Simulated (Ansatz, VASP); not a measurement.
# One calculation of LiCl, two programs

```xyz
2
Lattice="0.0000 2.6320 2.6320 2.6320 0.0000 2.6320 2.6320 2.6320 0.0000" Properties=species:S:1:pos:R:3 pbc="T T T"
Li    0.0000    0.0000    0.0000
Cl    2.6320    2.6320    2.6320
```

Alike in both runs: task single point; functional PBE; k mesh 8 × 8 × 8; occupations gaussian, width 0.02 eV; no spin polarisation.

```csv
,VASP,Ansatz
version,VASP 6.6.1,Ansatz 0.2.0
potentials or method,"VASP PAW PBE potentials, release 64 (Li_sv, Cl), cutoff 750 eV","scalar-relativistic, plane waves, PAW"
valence electrons in the cell,10,10
```

|  | VASP | Ansatz | Ansatz less VASP |
| --- | --- | --- | --- |
| gap on the k mesh at the Fermi level (eV) | 5.91 | 5.91 | -0.005 |
| least direct gap on the mesh (eV) | 5.91 | 5.91 | -0.005 |
| pressure (GPa) | -1.9 | -1.8 | +0.06 |

The functional is the same, so the differences come from potentials, cutoffs and numerics.
